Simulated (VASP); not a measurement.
# MnO (Fm-3m) in VASP: a series of runs

Runs on MnO. Level: PBE+U. Tasks: single point.

Program: VASP 6.6.1. These are calculated values, not measurements. Logs are shortened: lines on timing, memory, paths and dates and some standing lists are left out, and cuts for length are marked.

## (1) The cell of the first run

It takes space group Fm-3m (No. 225, cubic). The conventional cell has a = 4.444 Å, b = 4.444 Å, c = 4.444 Å, α = 90.00°, β = 90.00°, γ = 90.00°. Within 2.9 Å of Mn (site symmetry m-3m) lie 6 O at 2.22 Å. O (site symmetry m-3m) has 6 Mn at 2.22 Å within 2.9 Å.

## (2) Single point, PBE+U, collinear spin, antiferromagnetic start

Input file INCAR:

```
ALGO = Normal
EDIFF = 1E-6
ENCUT = 700
GGA = PE
GGA_COMPAT = False
ISIF = 2
ISMEAR = -1
ISPIN = 2
ISYM = 0
LASPH = True
LCHARG = False
LDAU = True
LDAUJ = 0 0
LDAUL = 2 -1
LDAUPRINT = 1
LDAUTYPE = 2
LDAUU = 3.9 0
LMAXMIX = 4
LORBIT = 11
LREAL = False
LWAVE = False
MAGMOM = 4.5 -4.5 0 0
NBANDS = 33
NELM = 200
PREC = Accurate
SIGMA = 0.05
```

Input file KPOINTS:

```
k-points
0
Gamma
  7 4 7
```

Input file POSCAR:

```
MnO
1.0
    0.0000000000      2.2220000000      2.2220000000
    4.4440000000      0.0000000000      4.4440000000
    2.2220000000      2.2220000000      0.0000000000
Mn O
2 2
Direct
    0.0000000000      0.0000000000      0.0000000000
    0.0000000000      0.5000000000      0.0000000000
    0.5000000000      0.2500000000      0.5000000000
    0.5000000000      0.7500000000      0.5000000000
```

Potentials or basis: VASP PAW PBE potentials, release 64 (Mn_sv, O).

On the command line:

```bash
> cat potpaw_PBE.64/Mn_sv/POTCAR potpaw_PBE.64/O/POTCAR > POTCAR
> mpirun -np 1 vasp_std > vasp.out
```

OUTCAR:

```text
EDIFF = 1E-6
   ENCUT = 700
   GGA = PE
   ISIF = 2
   ISMEAR = -1
   ISPIN = 2
   ISYM = 0
   LASPH = True
   LORBIT = 11
   LREAL = False
   NELM = 200
   PREC = Accurate

 ion  position               nearest neighbor table
   1  0.000  0.000  0.000-   4 2.22   3 2.22   4 2.22   3 2.22   4 2.22   3 2.22
   2  0.000  0.500  0.000-   3 2.22   3 2.22   4 2.22   3 2.22   4 2.22   4 2.22
   3  0.500  0.250  0.500-   1 2.22   1 2.22   2 2.22   1 2.22   2 2.22   2 2.22
   4  0.500  0.750  0.500-   2 2.22   1 2.22   2 2.22   1 2.22   2 2.22   1 2.22

IMPORTANT INFORMATION: All symmetrisations will be switched off!
NOSYMM: (Re-)initialisation of all symmetry stuff for point group C_1.

----------------------------------------------------------------------------------------

                                     Primitive cell

  volume of cell :      43.8826

  direct lattice vectors                    reciprocal lattice vectors
     0.000000000  2.222000000  2.222000000    -0.225022502  0.225022502  0.225022502
     4.444000000  0.000000000  4.444000000     0.112511251 -0.112511251  0.112511251
     2.222000000  2.222000000  0.000000000     0.225022502  0.225022502 -0.225022502

  length of vectors
     3.142382536  6.284765071  3.142382536     0.389750407  0.194875203  0.389750407

  position of ions in fractional coordinates (direct lattice)
     0.000000000  0.000000000  0.000000000
     0.000000000  0.500000000  0.000000000
     0.500000000  0.250000000  0.500000000
     0.500000000  0.750000000  0.500000000

  ion indices of the primitive-cell ions
   primitive index   ion index
                 1           1
                 2           2
                 3           3
                 4           4

----------------------------------------------------------------------------------------

 KPOINTS: k-points

Automatic generation of k-mesh.
 Grid dimensions read from file:
 generate k-points for:    7    4    7

 Generating k-lattice:

  Cartesian coordinates                     Fractional coordinates (reciprocal lattice)
    -0.032146072  0.032146072  0.032146072     0.142857143  0.000000000  0.000000000
     0.028127813 -0.028127813  0.028127813     0.000000000  0.250000000  0.000000000
     0.032146072  0.032146072 -0.032146072     0.000000000  0.000000000  0.142857143

  Length of vectors
     0.055678630  0.048718801  0.055678630

  Shift w.r.t. Gamma in fractional coordinates (k-lattice)
     0.000000000  0.000000000  0.000000000

 -----------------------------------------------------------------------------
|                                                                             |
|           W    W    AA    RRRRR   N    N  II  N    N   GGGG   !!!           |
|           W    W   A  A   R    R  NN   N  II  NN   N  G    G  !!!           |
|           W    W  A    A  R    R  N N  N  II  N N  N  G       !!!           |
|           W WW W  AAAAAA  RRRRR   N  N N  II  N  N N  G  GGG   !            |
|           WW  WW  A    A  R   R   N   NN  II  N   NN  G    G                |
|           W    W  A    A  R    R  N    N  II  N    N   GGGG   !!!           |
|                                                                             |
[... 123 lines left out ...]
  0.0001  0.0001 -0.0006  0.0155 -0.0011
  0.0000 -0.0011  0.0000 -0.0011  0.0601

 occupancies and eigenvectors

  o =  0.0152  v =  0.0000  0.0000  0.0000  0.0000  0.0000 -0.5773 -0.5776  0.0000  0.5772 -0.0000      0.0000  0.0000  0.0000  0.0000  0.0000  0.0000  0.0000  0.0000  0.0000  0.0000
  o =  0.0156  v =  0.0000  0.0000  0.0000  0.0000  0.0000 -0.8131  0.4664 -0.0345 -0.3466  0.0029      0.0000  0.0000  0.0000  0.0000  0.0000  0.0000  0.0000  0.0000  0.0000  0.0000
  o =  0.0156  v =  0.0000  0.0000  0.0000  0.0000  0.0000 -0.0690 -0.6694 -0.0029 -0.7388 -0.0345      0.0000  0.0000  0.0000  0.0000  0.0000  0.0000  0.0000  0.0000  0.0000  0.0000
  o =  0.0602  v =  0.0000  0.0000  0.0000  0.0000  0.0000 -0.0237  0.0251  0.8395  0.0014 -0.5423      0.0000  0.0000  0.0000  0.0000  0.0000  0.0000  0.0000  0.0000  0.0000  0.0000
  o =  0.0602  v =  0.0000  0.0000  0.0000  0.0000  0.0000  0.0153  0.0129 -0.5423  0.0282 -0.8395      0.0000  0.0000  0.0000  0.0000  0.0000  0.0000  0.0000  0.0000  0.0000  0.0000
  o =  0.9068  v =  0.5780  0.5781 -0.0000 -0.5759 -0.0000  0.0000  0.0000  0.0000  0.0000  0.0000      0.0000  0.0000  0.0000  0.0000  0.0000  0.0000  0.0000  0.0000  0.0000  0.0000
  o =  0.9070  v =  0.7612 -0.6355 -0.0262  0.1259  0.0101  0.0000  0.0000  0.0000  0.0000  0.0000      0.0000  0.0000  0.0000  0.0000  0.0000  0.0000  0.0000  0.0000  0.0000  0.0000
  o =  0.9070  v = -0.2932 -0.5112  0.0101 -0.8074  0.0262  0.0000  0.0000  0.0000  0.0000  0.0000      0.0000  0.0000  0.0000  0.0000  0.0000  0.0000  0.0000  0.0000  0.0000  0.0000
  o =  0.9434  v =  0.0196 -0.0202  0.8522 -0.0006 -0.5224  0.0000  0.0000  0.0000  0.0000  0.0000      0.0000  0.0000  0.0000  0.0000  0.0000  0.0000  0.0000  0.0000  0.0000  0.0000
  o =  0.9434  v = -0.0120 -0.0109 -0.5224 -0.0229 -0.8522  0.0000  0.0000  0.0000  0.0000  0.0000      0.0000  0.0000  0.0000  0.0000  0.0000  0.0000  0.0000  0.0000  0.0000  0.0000

atom =   2  type =  1  l = 2

 onsite density matrix

spin component  1

  0.0155 -0.0001 -0.0013  0.0001 -0.0000
 -0.0001  0.0155  0.0006  0.0001 -0.0011
 -0.0013  0.0006  0.0601 -0.0006  0.0000
  0.0001  0.0001 -0.0006  0.0155 -0.0011
 -0.0000 -0.0011  0.0000 -0.0011  0.0601

spin component  2

  0.9069 -0.0001  0.0008  0.0001 -0.0000
 -0.0001  0.9069 -0.0004  0.0001  0.0007
  0.0008 -0.0004  0.9433  0.0004  0.0000
  0.0001  0.0001  0.0004  0.9069  0.0007
 -0.0000  0.0007  0.0000  0.0007  0.9433

 occupancies and eigenvectors

  o =  0.0152  v =  0.5773  0.5775 -0.0000 -0.5772  0.0000  0.0000  0.0000  0.0000  0.0000  0.0000      0.0000  0.0000  0.0000  0.0000  0.0000  0.0000  0.0000  0.0000  0.0000  0.0000
  o =  0.0156  v =  0.4864 -0.8105  0.0206 -0.3245 -0.0278  0.0000  0.0000  0.0000  0.0000  0.0000      0.0000  0.0000  0.0000  0.0000  0.0000  0.0000  0.0000  0.0000  0.0000  0.0000
  o =  0.0156  v =  0.6553  0.0934  0.0278  0.7488  0.0206  0.0000  0.0000  0.0000  0.0000  0.0000      0.0000  0.0000  0.0000  0.0000  0.0000  0.0000  0.0000  0.0000  0.0000  0.0000
  o =  0.0602  v =  0.0222 -0.0262 -0.7874 -0.0039  0.6155  0.0000  0.0000  0.0000  0.0000  0.0000      0.0000  0.0000  0.0000  0.0000  0.0000  0.0000  0.0000  0.0000  0.0000  0.0000
  o =  0.0602  v = -0.0174 -0.0106  0.6155 -0.0280  0.7874  0.0000  0.0000  0.0000  0.0000  0.0000      0.0000  0.0000  0.0000  0.0000  0.0000  0.0000  0.0000  0.0000  0.0000  0.0000
  o =  0.9068  v =  0.0000  0.0000  0.0000  0.0000  0.0000  0.5786  0.5782 -0.0000 -0.5753 -0.0000      0.0000  0.0000  0.0000  0.0000  0.0000  0.0000  0.0000  0.0000  0.0000  0.0000
  o =  0.9070  v =  0.0000  0.0000  0.0000  0.0000  0.0000  0.7860 -0.5826 -0.0271  0.2050  0.0075      0.0000  0.0000  0.0000  0.0000  0.0000  0.0000  0.0000  0.0000  0.0000  0.0000
  o =  0.9070  v =  0.0000  0.0000  0.0000  0.0000  0.0000 -0.2167 -0.5708  0.0075 -0.7915  0.0270      0.0000  0.0000  0.0000  0.0000  0.0000  0.0000  0.0000  0.0000  0.0000  0.0000
  o =  0.9434  v =  0.0000  0.0000  0.0000  0.0000  0.0000  0.0198 -0.0199  0.8628 -0.0001 -0.5048      0.0000  0.0000  0.0000  0.0000  0.0000  0.0000  0.0000  0.0000  0.0000  0.0000
  o =  0.9434  v =  0.0000  0.0000  0.0000  0.0000  0.0000 -0.0116 -0.0113 -0.5048 -0.0229 -0.8628      0.0000  0.0000  0.0000  0.0000  0.0000  0.0000  0.0000  0.0000  0.0000  0.0000

 number of electron      42.0000003 magnetization      -0.0000000

 Free energy of the ion-electron system (eV)
  ---------------------------------------------------
  ext. energy  EPLUGINS =         0.00000000
  ---------------------------------------------------
  free energy    TOTEN  =       -30.81195993 eV

  energy without entropy =      -30.81195993  energy(sigma->0) =      -30.81195993

 E-fermi :   8.6490     XC(G=0): -11.8604

 val. band max:        7.7563819181   @ k =   0.0000   0.5000   0.0000
 cond. band min:       9.4899736694   @ k =   0.0000   0.0000   0.0000
 fundamental gap:      1.7335917513
 Fermi energy:         8.6490155800

 spin component 1

 k-point     1 :       0.0000    0.0000    0.0000
  band No.  band energies     occupation
      1     -72.3348      1.00000
      2     -67.3353      1.00000
      3     -41.1165      1.00000
      4     -41.0828      1.00000
      5     -41.0828      1.00000
      6     -36.1988      1.00000
[... 1721 lines left out ...]
     32      22.1991      0.00000
     33      25.5309      0.00000

 [... further k-points ...]

------------------------ aborting loop because EDIFF is reached ----------------------------------------

  FORCE on cell =-STRESS in cart. coord.  units (eV):
  Direction    XX          YY          ZZ          XY          YZ          ZX
  --------------------------------------------------------------------------------------
  -------------------------------------------------------------------------------------
  Total        1.0269781      1.0277809      1.0269865      0.3157144      0.3157039     -0.3167565
  in kB       37.4955407     37.5248492     37.4958475     11.5269074     11.5265252    -11.5649561
  external PRESSURE =      37.5054125 kB  Pullay stress =       0.0000000 kB

 VOLUME and BASIS-vectors are now :
 -----------------------------------------------------------------------------
  energy-cutoff  :      700.00
  volume of cell :       43.88
      direct lattice vectors                 reciprocal lattice vectors
     0.000000000  2.222000000  2.222000000    -0.225022502  0.225022502  0.225022502
     4.444000000  0.000000000  4.444000000     0.112511251 -0.112511251  0.112511251
     2.222000000  2.222000000  0.000000000     0.225022502  0.225022502 -0.225022502

 POSITION                                       TOTAL-FORCE (eV/Angst)
 -----------------------------------------------------------------------------------
      0.00000      0.00000      0.00000        -0.000003      0.000005     -0.000002
      2.22200      0.00000      2.22200         0.000001      0.000002      0.000000
      2.22200      2.22200      2.22200         0.000018     -0.000018      0.000015
      4.44400      2.22200      4.44400        -0.000016      0.000011     -0.000013
 -----------------------------------------------------------------------------------
    total drift:                               -0.000002      0.000009     -0.000007

  FREE ENERGIE OF THE ION-ELECTRON SYSTEM (eV)
  ---------------------------------------------------
  free  energy   TOTEN  =       -30.8119599343 eV

  energy  without entropy=      -30.8119599333  energy(sigma->0) =      -30.81195993

 total charge

# of ion       s       p       d       tot
------------------------------------------
    1        2.114   6.014   4.751  12.880
    2        2.114   6.014   4.751  12.880
    3        1.551   3.454   0.000   5.005
    4        1.551   3.454   0.000   5.005
--------------------------------------------------
tot          7.332  18.936   9.502  35.769

 magnetization (x)

# of ion       s       p       d       tot
------------------------------------------
    1        0.014   0.013   4.423   4.450
    2       -0.014  -0.013  -4.423  -4.450
    3       -0.000  -0.000   0.000  -0.000
    4       -0.000  -0.000   0.000  -0.000
--------------------------------------------------
tot         -0.000  -0.000   0.000  -0.000
```

It took 5.2 min on 1 thread of Intel Xeon Platinum 8488C (Sapphire Rapids), shared host; peak memory 0.43 GiB.

What came out:

* Free energy: -30.8120 eV
* Pressure: 3.8 GPa
* Band gap on the k mesh: 1.73 eV
* Net moment: 0.00 μB per cell
* Site moments: Mn +4.45, -4.45; O -0.00 μB
* Valence electrons inside the program's atomic spheres: Mn 12.88; O 5.00

Eigenvalues of the final occupation matrices:
| site | spin | trace | eigenvalues |
| --- | --- | --- | --- |
| site 1 d | 1 | 4.61 | 0.91 0.91 0.91 0.94 0.94 |
| site 1 d | 2 | 0.17 | 0.02 0.02 0.02 0.06 0.06 |
| site 2 d | 1 | 0.17 | 0.02 0.02 0.02 0.06 0.06 |
| site 2 d | 2 | 4.61 | 0.91 0.91 0.91 0.94 0.94 |

Caveat: the cell stands under pressure.

[end of part 1 of 2]
